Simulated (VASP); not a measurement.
# PbS (R3m) in VASP: single point with r2SCAN

Aim: the single point of PbS with r2SCAN.

Everything below comes from runs of VASP 6.6.1. Logs are shortened: lines on timing, memory, paths and dates and some standing lists are left out, and cuts for length are marked.

## Step 1: The cell of the first run

It takes space group R3m (No. 160, trigonal). The conventional cell has a = 4.520 Å, b = 4.520 Å, c = 11.595 Å, α = 90.00°, β = 90.00°, γ = 120.00°. Pb (site symmetry 3m) has 6 S at 3.24 to 3.25 Å within 4.3 Å. S (site symmetry 3m) has 6 Pb at 3.24 to 3.25 Å within 4.3 Å.

## Step 2: Single point, r2SCAN

File POSCAR:

```
PbS
1.0
    2.2598000000      1.3046961383      3.8649666667
   -2.2598000000      1.3046961383      3.8649666667
    0.0000000000     -2.6093922766      3.8649666667
Pb S
1 1
Direct
    0.9781509158      0.9781509158      0.9781509158
    0.4774504142      0.4774504142      0.4774504142
```

File INCAR.step1:

```
PREC = Accurate
ENCUT = 520
ISMEAR = 0
SIGMA = 0.05
LREAL = False
LASPH = True
NELM = 100
NBANDS = 17
GGA = PE
ALGO = Normal
EDIFF = 1E-4
LWAVE = True
LCHARG = False
```

File INCAR.step2:

```
PREC = Accurate
ENCUT = 520
EDIFF = 1E-7
ISMEAR = 0
SIGMA = 0.05
LREAL = False
LASPH = True
NELM = 100
ALGO = Normal
ISIF = 2
LWAVE = False
LCHARG = True
METAGGA = R2SCAN
LMIXTAU = True
LELF = True
LVHAR = True
NBANDS = 17
ISTART = 1
```

File KPOINTS:

```
Automatic mesh
0
Gamma
  9 9 9
```

Potentials or basis: VASP PAW PBE potentials, release 64 (Pb_d, S).

Started as:

```console
$ cat potpaw_PBE.64/Pb_d/POTCAR potpaw_PBE.64/S/POTCAR > POTCAR
$ cp INCAR.step1 INCAR
$ mpirun -np 1 vasp_std > vasp.out
$ cp INCAR.step2 INCAR
$ mpirun -np 1 vasp_std > vasp.out
```

OUTCAR:

```text
PREC = Accurate
   ENCUT = 520
   EDIFF = 1E-7
   ISMEAR = 0
   LREAL = False
   LASPH = True
   NELM = 100
   ISIF = 2
   METAGGA = R2SCAN
   ISTART = 1

 ion  position               nearest neighbor table
   1  0.978  0.978  0.978-   2 3.24   2 3.24   2 3.24   2 3.25   2 3.25   2 3.25
   2  0.477  0.477  0.477-   1 3.24   1 3.24   1 3.24   1 3.25   1 3.25   1 3.25

  LATTYP: Found a trigonal (rhomboedric) cell.
 ALAT       =     4.6633566653
 COS(alpha) =     0.5303517170

  Lattice vectors:

 A1 = (   2.2598000000,   1.3046961383,   3.8649666667)
 A2 = (  -2.2598000000,   1.3046961383,   3.8649666667)
 A3 = (   0.0000000000,  -2.6093922766,   3.8649666667)

Analysis of symmetry for initial positions (statically):
=====================================================================
 Subroutine PRICEL returns:
 Original cell was already a primitive cell.

 Routine SETGRP: Setting up the symmetry group for a
 trigonal (rhombohedral) supercell.

 Subroutine GETGRP returns: Found  6 space group operations
 (whereof  6 operations were pure point group operations)
 out of a pool of 12 trial point group operations.

The static configuration has the point symmetry C_3v.

Analysis of symmetry for dynamics (positions and initial velocities):
=====================================================================
 Subroutine PRICEL returns:
 Original cell was already a primitive cell.

 Routine SETGRP: Setting up the symmetry group for a
 trigonal (rhombohedral) supercell.

 Subroutine GETGRP returns: Found  6 space group operations
 (whereof  6 operations were pure point group operations)
 out of a pool of 12 trial point group operations.

The dynamic configuration has the point symmetry C_3v.

 Subroutine INISYM returns: Found  6 space group operations
 (whereof  6 operations are pure point group operations),
 and found     1 'primitive' translations

----------------------------------------------------------------------------------------

                                     Primitive cell

  volume of cell :      68.3717

  direct lattice vectors                    reciprocal lattice vectors
     2.259800000  1.304696138  3.864966667     0.221258518  0.127743665  0.086244815
    -2.259800000  1.304696138  3.864966667    -0.221258518  0.127743665  0.086244815
     0.000000000 -2.609392277  3.864966667     0.000000000 -0.255487330  0.086244815

  length of vectors
     4.663356665  4.663356665  4.663356665     0.269651523  0.269651523  0.269651523

  position of ions in fractional coordinates (direct lattice)
     0.978150916  0.978150916  0.978150916
     0.477450414  0.477450414  0.477450414

  ion indices of the primitive-cell ions
   primitive index   ion index
                 1           1
                 2           2

----------------------------------------------------------------------------------------

 KPOINTS: Automatic mesh

Automatic generation of k-mesh.
 Grid dimensions read from file:
 generate k-points for:    9    9    9

 Generating k-lattice:

  Cartesian coordinates                     Fractional coordinates (reciprocal lattice)
     0.024584280  0.014193741  0.009582757     0.111111111  0.000000000  0.000000000
    -0.024584280  0.014193741  0.009582757     0.000000000  0.111111111  0.000000000
     0.000000000 -0.028387481  0.009582757     0.000000000  0.000000000  0.111111111

  Length of vectors
     0.029961280  0.029961280  0.029961280

  Shift w.r.t. Gamma in fractional coordinates (k-lattice)
     0.000000000  0.000000000  0.000000000

 Subroutine IBZKPT returns following result:
 ===========================================

 Found     85 irreducible k-points:

 Following reciprocal coordinates:
            Coordinates               Weight
  0.000000  0.000000  0.000000      1.000000
  0.111111 -0.000000  0.000000      6.000000
  0.222222  0.000000  0.000000      6.000000
  0.333333 -0.000000 -0.000000      6.000000
  0.444444  0.000000  0.000000      6.000000
  0.111111  0.111111  0.000000      6.000000
[... 16 lines left out ...]
 -0.333333  0.333333  0.000000      6.000000
  0.444444  0.444444  0.000000      6.000000
 [... further k-points ...]
   k-points           NKPTS =     85   k-points in BZ     NKDIM =     85   number of bands    NBANDS=     17
   number of dos      NEDOS =    301   number of ions     NIONS =      2
   total plane-waves  NPLWV =  46656
   dimension x,y,z NGX =    36 NGY =   36 NGZ =   36
   dimension x,y,z NGXF=    72 NGYF=   72 NGZF=   72
   ions per type =               1   1
   NGX,Y,Z   is equivalent  to a cutoff of  12.83, 12.83, 12.83 a.u.
   NGXF,Y,Z  is equivalent  to a cutoff of  25.67, 25.67, 25.67 a.u.
 SYSTEM =  unknown system
   PREC   = accura    normal or accurate (medium, high low for compatibility)
   ISTART =      1    job   : 0-new  1-cont  2-samecut
   ICHARG =      0    charge: 1-file 2-atom 10-const
   ISPIN  =      1    spin polarized calculation?
   LNONCOLLINEAR =      F non collinear calculations
   LSORBIT =      F    spin-orbit coupling
   LASPH  =      T    aspherical Exc in radial PAW
   ENCUT  =  520.0 eV  38.22 Ry    6.18 a.u.   8.67  8.67  8.67*2*pi/ulx,y,z
   NELM   =    100;   NELMIN=  2; NELMDL=  0     # of ELM steps
   EDIFF  = 0.1E-06   stopping-criterion for ELM
   LREAL  =      F    real-space projection
   EDIFFG = 0.1E-05   stopping-criterion for IOM
   NSW    =      0    number of steps for IOM
   IBRION =     -1    ionic relax: 0-MD 1-quasi-New 2-CG
   NFREE  =      0    steps in history (QN), initial steepest desc. (CG)
   ISIF   =      2    stress and relaxation
   ISYM   =      2    0-nonsym 1-usesym 2-fastsym
   POTIM  = 0.5000    time-step for ionic-motion
   TEBEG  =    0.0;   TEEND  =   0.0 temperature during run
   PSTRESS=    0.0 pullay stress
   NELECT =      20.0000    total number of electrons
   NUPDOWN=      -1.0000    fix difference up-down
   EMIN   =  10.00;   EMAX   =-10.00  energy-range for DOS
   EFERMI =   0.00;   METHOD = LEGACY
   ISMEAR =     0;   SIGMA  =   0.05  broadening in eV -4-tet -1-fermi 0-gaus
   EFERMI_NEDOS =   21; number of points for ismear=-14 and -15
   IALGO  =     38    algorithm
   IMIX   =      4    mixing-type and parameters
     AMIX     =   0.40;   BMIX     =  1.00
     AMIX_MAG =   1.60;   BMIX_MAG =  1.00
  volume/ion in A,a.u.               =      34.19       230.70
  Fermi-wavevector in a.u.,A,eV,Ry     =   1.086741  2.053643 16.068561  1.181006
  Thomas-Fermi vector in A             =   2.222885
   LORBIT       =      0    0 simple, 1 ext, 2 COOP (PROOUT), +10 PAW based schemes
   METAGGA = R2SCAN    functional components
   LHFCALC =     F    Hartree Fock is set to
   AEXX    =    0.0000 exact exchange contribution
   IVDW    =     0    specifies the selected vdW correction
   LEPSILON=     F    determine dielectric tensor
   LRPA    =     F    only Hartree local field effects (RPA)
 non-spin polarized calculation
 Gauss-broadening in eV      SIGMA  =   0.05
  energy-cutoff  :      520.00
  volume of cell :       68.37
 maximum number of plane-waves:      1868
   NGX = 17   NGY = 17   NGZ = 17

 number of electron      19.9999998 magnetization

 Free energy of the ion-electron system (eV)
  ---------------------------------------------------
  ext. energy  EPLUGINS =         0.00000000
  ---------------------------------------------------
  free energy    TOTEN  =       -65.10996567 eV

  energy without entropy =      -65.10996567  energy(sigma->0) =      -65.10996567

 E-fermi :   2.6895     XC(G=0):  -8.9601

 val. band max:        2.4867075386   @ k =   0.4444   0.4444   0.4444
 cond. band min:       3.7249005710   @ k =   0.4444   0.0000   0.0000
 fundamental gap:      1.2381930323
 Fermi energy:         2.6894695027

 k-point     1 :       0.0000    0.0000    0.0000
  band No.  band energies     occupation
      1     -14.6864      2.00000
      2     -14.6864      2.00000
      3     -14.6738      2.00000
      4     -14.6565      2.00000
      5     -14.6565      2.00000
      6      -9.5225      2.00000
[... 9 lines left out ...]
     16      10.4352      0.00000
     17      10.6718      0.00000

 k-point     2 :       0.1111   -0.0000    0.0000
  band No.  band energies     occupation
      1     -14.6863      2.00000
      2     -14.6844      2.00000
      3     -14.6725      2.00000
      4     -14.6573      2.00000
      5     -14.6570      2.00000
      6      -9.4555      2.00000
[... 9 lines left out ...]
     16      10.6827      0.00000
     17      11.4974      0.00000

 k-point     3 :       0.2222    0.0000    0.0000
  band No.  band energies     occupation
      1     -14.6864      2.00000
      2     -14.6795      2.00000
      3     -14.6701      2.00000
      4     -14.6593      2.00000
      5     -14.6573      2.00000
      6      -9.2719      2.00000
[... 9 lines left out ...]
     16      11.3352      0.00000
     17      13.0124      0.00000

 k-point     4 :       0.3333   -0.0000   -0.0000
  band No.  band energies     occupation
      1     -14.6867      2.00000
      2     -14.6747      2.00000
      3     -14.6692      2.00000
      4     -14.6608      2.00000
      5     -14.6555      2.00000
      6      -9.0310      2.00000
[... 9 lines left out ...]
     16      12.3173      0.00000
     17      13.9286      0.00000

 k-point     5 :       0.4444    0.0000    0.0000
  band No.  band energies     occupation
      1     -14.6871      2.00000
      2     -14.6724      2.00000
      3     -14.6696      2.00000
      4     -14.6609      2.00000
      5     -14.6533      2.00000
      6      -8.8475      2.00000
[... 9 lines left out ...]
     16      13.4865      0.00000
     17      13.4927      0.00000

 k-point     6 :       0.1111    0.1111    0.0000
  band No.  band energies     occupation
      1     -14.6866      2.00000
      2     -14.6840      2.00000
      3     -14.6722      2.00000
      4     -14.6589      2.00000
      5     -14.6556      2.00000
      6      -9.4349      2.00000
[... 9 lines left out ...]
     16      11.0523      0.00000
     17      11.2440      0.00000

 k-point     7 :       0.2222    0.1111   -0.0000
  band No.  band energies     occupation
      1     -14.6864      2.00000
      2     -14.6809      2.00000
      3     -14.6699      2.00000
      4     -14.6617      2.00000
      5     -14.6551      2.00000
      6      -9.2921      2.00000
[... 9 lines left out ...]
     16      11.4576      0.00000
     17      12.3101      0.00000

 k-point     8 :       0.3333    0.1111    0.0000
  band No.  band energies     occupation
      1     -14.6855      2.00000
      2     -14.6770      2.00000
      3     -14.6685      2.00000
      4     -14.6640      2.00000
      5     -14.6543      2.00000
      6      -9.0708      2.00000
[... 9 lines left out ...]
     16      12.3808      0.00000
     17      13.5728      0.00000
[... 203 lines left out ...]
      1     -14.6834      2.00000
      2     -14.6747      2.00000
      3     -14.6679      2.00000
      4     -14.6622      2.00000
      5     -14.6594      2.00000
      6      -8.9534      2.00000
[... 9 lines left out ...]
     16      12.5937      0.00000
     17      13.9365      0.00000

 k-point    20 :       0.3333    0.3333   -0.0000
  band No.  band energies     occupation
      1     -14.6928      2.00000
      2     -14.6787      2.00000
      3     -14.6710      2.00000
      4     -14.6598      2.00000
      5     -14.6507      2.00000
      6      -8.9089      2.00000
[... 9 lines left out ...]
     16      13.3583      0.00000
     17      14.0620      0.00000

 k-point    21 :       0.4444    0.3333    0.0000
  band No.  band energies     occupation
      1     -14.6933      2.00000
      2     -14.6817      2.00000
      3     -14.6694      2.00000
      4     -14.6578      2.00000
      5     -14.6504      2.00000
      6      -8.7739      2.00000
[... 9 lines left out ...]
     16      13.9667      0.00000
     17      14.3448      0.00000

 k-point    22 :      -0.4444    0.3333   -0.0000
  band No.  band energies     occupation
      1     -14.6885      2.00000
      2     -14.6808      2.00000
      3     -14.6710      2.00000
      4     -14.6577      2.00000
      5     -14.6528      2.00000
      6      -8.6838      2.00000
[... 9 lines left out ...]
     16      13.8991      0.00000
     17      14.8653      0.00000

 k-point    23 :      -0.3333    0.3333    0.0000
  band No.  band energies     occupation
      1     -14.6799      2.00000
      2     -14.6774      2.00000
      3     -14.6753      2.00000
      4     -14.6582      2.00000
      5     -14.6576      2.00000
      6      -8.6873      2.00000
[... 9 lines left out ...]
     16      12.8632      0.00000
     17      14.3146      0.00000

 k-point    24 :       0.4444    0.4444    0.0000
  band No.  band energies     occupation
      1     -14.6990      2.00000
      2     -14.6848      2.00000
      3     -14.6665      2.00000
      4     -14.6553      2.00000
      5     -14.6490      2.00000
      6      -8.7089      2.00000
[... 9 lines left out ...]
     16      13.9080      0.00000
     17      15.0164      0.00000

 [... further k-points ...]
[... 5 lines left out ...]
  --------------------------------------------------------------------------------------
  -------------------------------------------------------------------------------------
  Total       -3.3105327     -3.3105327     -4.1662005      0.0000000      0.0000000      0.0000000
  in kB      -77.5768393    -77.5768393    -97.6279939      0.0000000      0.0000000      0.0000000
  external PRESSURE =     -84.2605575 kB  Pullay stress =       0.0000000 kB

 VOLUME and BASIS-vectors are now :
 -----------------------------------------------------------------------------
  energy-cutoff  :      520.00
  volume of cell :       68.37
      direct lattice vectors                 reciprocal lattice vectors
     2.259800000  1.304696138  3.864966667     0.221258518  0.127743665  0.086244815
    -2.259800000  1.304696138  3.864966667    -0.221258518  0.127743665  0.086244815
     0.000000000 -2.609392277  3.864966667     0.000000000 -0.255487330  0.086244815

 POSITION                                       TOTAL-FORCE (eV/Angst)
 -----------------------------------------------------------------------------------
      0.00000      0.00000     11.34156         0.000000      0.000000      0.016623
      0.00000      0.00000      5.53599         0.000000      0.000000     -0.016623
 -----------------------------------------------------------------------------------
    total drift:                               -0.000000      0.000000     -0.000121

  FREE ENERGIE OF THE ION-ELECTRON SYSTEM (eV)
  ---------------------------------------------------
  free  energy   TOTEN  =       -65.1099656659 eV

  energy  without entropy=      -65.1099656659  energy(sigma->0) =      -65.10996567
```

Wall time 14 min (1 thread of AMD EPYC 7R13, shared host); peak memory 0.25 GiB.

What came out:

| Property | Result |
| --- | --- |
| Free energy | -65.1100 eV |
| Pressure | -8.4 GPa |
| Largest force | 0.017 eV/Å |

Forces in eV/Å, atoms in the order of the input:
```
Pb   0.000  0.000  0.017
S    0.000  0.000 -0.017
```

Caveat: this odd mesh misses L, so gap, dielectric constants and Born charges aren't listed; the cell stands under tension; the PAW data sets were made with another functional, which shifts forces and pressure a little; spin-orbit coupling is left out, which moves the levels of the heavy elements.
